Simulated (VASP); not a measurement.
# Ge (Fd-3m) in VASP: single point with PBE

Aim: the single point of Ge with PBE.

All numbers are computed with VASP 6.6.1; they aren't measurements. Logs are shortened: lines on timing, memory, paths and dates and some standing lists are left out, and cuts for length are marked.

**1. The cell of the first run**

It takes space group Fd-3m (No. 227, cubic). The conventional cell has a = 5.876 Å, b = 5.876 Å, c = 5.876 Å, α = 90.00°, β = 90.00°, γ = 90.00°. Ge (site symmetry -43m) has 4 Ge at 2.54 Å within 3.4 Å.

**2. Single point, PBE**

The input, INCAR:

```
SYSTEM = Ge
PREC = Accurate
ENCUT = 520
EDIFF = 1E-6
ISMEAR = -1
SIGMA = 0.06122561905347299
LREAL = .FALSE.
LASPH = .TRUE.
NELM = 80
ALGO = Normal
ISIF = 2
LWAVE = .FALSE.
LCHARG = .TRUE.
GGA = PE
LELF = .TRUE.
LVHAR = .TRUE.
NBANDS = 21
```

The input, KPOINTS:

```
regular mesh
0
G
  33 33 33
  0 0 0
```

The input, POSCAR:

```
Ge
1.0
    0.0000000000      2.9378979272      2.9378979272
    2.9378979272      0.0000000000      2.9378979272
    2.9378979272      2.9378979272      0.0000000000
Ge
2
Direct
    0.0000000000      0.0000000000      0.0000000000
    0.2500000000      0.2500000000      0.2500000000
```

Potentials or basis: VASP PAW PBE potentials, release 64 (Ge_d).

Launch:

```bash
$ cat potpaw_PBE.64/Ge_d/POTCAR > POTCAR
$ mpirun -np 1 vasp_std > vasp.out
```

OUTCAR:

```text
SYSTEM = Ge
   PREC = Accurate
   ENCUT = 520
   EDIFF = 1E-6
   ISMEAR = -1
   LREAL = .FALSE.
   LASPH = .TRUE.
   NELM = 80
   ISIF = 2
   GGA = PE

 ion  position               nearest neighbor table
   1  0.000  0.000  0.000-   2 2.54   2 2.54   2 2.54   2 2.54
   2  0.250  0.250  0.250-   1 2.54   1 2.54   1 2.54   1 2.54

  LATTYP: Found a face centered cubic cell.
 ALAT       =     5.8757958544

  Lattice vectors:

 A1 = (   0.0000000000,   2.9378979272,   2.9378979272)
 A2 = (   2.9378979272,   0.0000000000,   2.9378979272)
 A3 = (   2.9378979272,   2.9378979272,   0.0000000000)

Analysis of symmetry for initial positions (statically):
=====================================================================
 Subroutine PRICEL returns:
 Original cell was already a primitive cell.

 Routine SETGRP: Setting up the symmetry group for a
 face centered cubic supercell.

 Subroutine GETGRP returns: Found 48 space group operations
 (whereof 24 operations were pure point group operations)
 out of a pool of 48 trial point group operations.

The static configuration has the point symmetry T_d .
 The point group associated with its full space group is O_h .

Analysis of symmetry for dynamics (positions and initial velocities):
=====================================================================
 Subroutine PRICEL returns:
 Original cell was already a primitive cell.

 Routine SETGRP: Setting up the symmetry group for a
 face centered cubic supercell.

 Subroutine GETGRP returns: Found 48 space group operations
 (whereof 24 operations were pure point group operations)
 out of a pool of 48 trial point group operations.

The dynamic configuration has the point symmetry T_d .
 The point group associated with its full space group is O_h .

 Subroutine INISYM returns: Found 48 space group operations
 (whereof 24 operations are pure point group operations),
 and found     1 'primitive' translations

----------------------------------------------------------------------------------------

                                     Primitive cell

  volume of cell :      50.7154

  direct lattice vectors                    reciprocal lattice vectors
     0.000000000  2.937897927  2.937897927    -0.170189711  0.170189711  0.170189711
     2.937897927  0.000000000  2.937897927     0.170189711 -0.170189711  0.170189711
[... 80 lines left out ...]
   LNONCOLLINEAR =      F non collinear calculations
   LSORBIT =      F    spin-orbit coupling
   LASPH  =      T    aspherical Exc in radial PAW
   ENCUT  =  520.0 eV  38.22 Ry    6.18 a.u.   7.73  7.73  7.73*2*pi/ulx,y,z
   NELM   =     80;   NELMIN=  2; NELMDL= -5     # of ELM steps
   EDIFF  = 0.1E-05   stopping-criterion for ELM
   LREAL  =      F    real-space projection
   EDIFFG = 0.1E-04   stopping-criterion for IOM
   NSW    =      0    number of steps for IOM
   IBRION =     -1    ionic relax: 0-MD 1-quasi-New 2-CG
   NFREE  =      0    steps in history (QN), initial steepest desc. (CG)
   ISIF   =      2    stress and relaxation
   ISYM   =      2    0-nonsym 1-usesym 2-fastsym
   POTIM  = 0.5000    time-step for ionic-motion
   TEBEG  =    0.0;   TEEND  =   0.0 temperature during run
   PSTRESS=    0.0 pullay stress
   NELECT =      28.0000    total number of electrons
   NUPDOWN=      -1.0000    fix difference up-down
   EMIN   =  10.00;   EMAX   =-10.00  energy-range for DOS
   EFERMI =   0.00;   METHOD = LEGACY
   ISMEAR =    -1;   SIGMA  =   0.06  broadening in eV -4-tet -1-fermi 0-gaus
   EFERMI_NEDOS =   21; number of points for ismear=-14 and -15
   IALGO  =     38    algorithm
   IMIX   =      4    mixing-type and parameters
     AMIX     =   0.40;   BMIX     =  1.00
     AMIX_MAG =   1.60;   BMIX_MAG =  1.00
  volume/ion in A,a.u.               =      25.36       171.12
  Fermi-wavevector in a.u.,A,eV,Ry     =   1.343015  2.537930 24.540676  1.803689
  Thomas-Fermi vector in A             =   2.471123
   LORBIT       =      0    0 simple, 1 ext, 2 COOP (PROOUT), +10 PAW based schemes
   GGA     = PE    functional components
   LHFCALC =     F    Hartree Fock is set to
   AEXX    =    0.0000 exact exchange contribution
   IVDW    =     0    specifies the selected vdW correction
   LEPSILON=     F    determine dielectric tensor
   LRPA    =     F    only Hartree local field effects (RPA)
 non-spin polarized calculation
  energy-cutoff  :      520.00
  volume of cell :       50.72
 maximum number of plane-waves:      1387
   NGX = 15   NGY = 15   NGZ = 15

 number of electron      27.9999972 magnetization

 Free energy of the ion-electron system (eV)
  ---------------------------------------------------
  ext. energy  EPLUGINS =         0.00000000
  ---------------------------------------------------
  free energy    TOTEN  =        -9.00857390 eV

  energy without entropy =       -9.00737785  energy(sigma->0) =       -9.00797588

 E-fermi :   3.9235     XC(G=0):  -9.3989

 val. band max:        3.9035018794   @ k =   0.3939   0.0000   0.0000
 cond. band min:       3.9296214832   @ k =   0.0303   0.0000   0.0000
 fundamental gap:      0.0261196039
 Fermi energy:         3.9234763453

 k-point     1 :       0.0000    0.0000    0.0000
  band No.  band energies     occupation
      1     -20.7378      2.00000
      2     -20.7378      2.00000
      3     -20.7378      2.00000
      4     -20.7097      2.00000
      5     -20.7097      2.00000
      6     -20.5531      2.00000
[... 565 lines left out ...]
     20      11.8792      0.00000
     21      12.3146      0.00000

 [... further k-points ...]

------------------------ aborting loop because EDIFF is reached ----------------------------------------

  FORCE on cell =-STRESS in cart. coord.  units (eV):
  Direction    XX          YY          ZZ          XY          YZ          ZX
  --------------------------------------------------------------------------------------
  -------------------------------------------------------------------------------------
  Total       -0.9595779     -0.9595779     -0.9595779     -0.0000000      0.0000000      0.0000000
  in kB      -30.3145213    -30.3145213    -30.3145213     -0.0000000      0.0000000      0.0000000
  external PRESSURE =     -30.3145213 kB  Pullay stress =       0.0000000 kB

 VOLUME and BASIS-vectors are now :
 -----------------------------------------------------------------------------
  energy-cutoff  :      520.00
  volume of cell :       50.72
      direct lattice vectors                 reciprocal lattice vectors
     0.000000000  2.937897927  2.937897927    -0.170189711  0.170189711  0.170189711
     2.937897927  0.000000000  2.937897927     0.170189711 -0.170189711  0.170189711
     2.937897927  2.937897927  0.000000000     0.170189711  0.170189711 -0.170189711

 POSITION                                       TOTAL-FORCE (eV/Angst)
 -----------------------------------------------------------------------------------
      0.00000      0.00000      0.00000         0.000000      0.000000     -0.000000
      1.46895      1.46895      1.46895        -0.000000     -0.000000      0.000000
 -----------------------------------------------------------------------------------
    total drift:                               -0.000000      0.000000      0.000000

  FREE ENERGIE OF THE ION-ELECTRON SYSTEM (eV)
  ---------------------------------------------------
  free  energy   TOTEN  =        -9.0085738974 eV

  energy  without entropy=       -9.0073778530  energy(sigma->0) =       -9.00797588
```

stdout:

```text
POSCAR found type information on POSCAR Ge
 POSCAR found :  1 types and       2 ions
 scaLAPACK will be used
 LDA part: xc-table for (Slater+PW92), standard interpolation
 POSCAR, INCAR and KPOINTS ok, starting setup
 FFT: planning ... GRIDC
 FFT: planning ... GRID_SOFT
 FFT: planning ... GRID
 WAVECAR not read
 entering main loop
```

It took 4.4 min on 1 thread of Intel Xeon 6975P-C (Granite Rapids), shared host; peak memory 0.83 GiB.

Results:

```yaml
Free_energy: -9.0086 eV
Pressure: -3.0 GPa
Band_gap_on_the_k_mesh: zero (bands 14 and 15 overlap by 0.13 eV)
```

Levels at points of the mesh, in eV from the Fermi level:
```
           k point  band 11  band 12  band 13  band 14  band 15  band 16  band 17  band 18
(0.00, 0.00, 0.00)   -11.93    -0.93     0.03     0.03     0.03     2.52     2.52     2.52
```

Caveat: the cell stands under tension; semilocal functionals underestimate gaps, and a narrow one can read as zero.

The gap in the log of VASP goes by the Fermi energy; the results here count the filled bands.